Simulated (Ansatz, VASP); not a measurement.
**Al3Cu: VASP beside Ansatz**

```
Al Cu
1.0
     2.81178    0.00000    0.00000
     0.00000    2.81178    0.00000
     0.00000    0.00000    7.38804
Al Cu
3 1
Direct
  0.00000 0.00000 0.50000
  0.50000 0.50000 0.22264
  0.50000 0.50000 0.77736
  0.00000 0.00000 0.00000
```

Alike in both runs: task single point; functional r2SCAN; k mesh 18 × 18 × 8; occupations gaussian, width 0.15 eV; no spin polarisation.

```csv
,VASP,Ansatz
version,VASP 6.6.1,Ansatz 0.2.0
potentials or method,"VASP PAW PBE potentials, release 64 (Al, Cu), cutoff 520 eV","scalar-relativistic, plane waves, PAW"
valence electrons in the cell,20,28
```

```tsv
	VASP	Ansatz	Ansatz less VASP
gap on the k mesh at the Fermi level (eV)	none	none	-
pressure (GPa)	-0.2	-0.1	+0.18
traceless stress, the component that is largest in VASP (GPa)	3.63	3.62	-0.007
rms of the force components (eV/Å)	0.006	0.001	-0.0046
```

VASP's potentials were made for PBE, not for r2SCAN. Atom by atom the forces differ by 0.007 eV/Å (rms over components). A gap of «none» marks a metal or a gap that the smearing closes. VASP's potentials hold 20 valence electrons a cell and Ansatz's 28, so a difference there can come from the potentials and not from the codes.
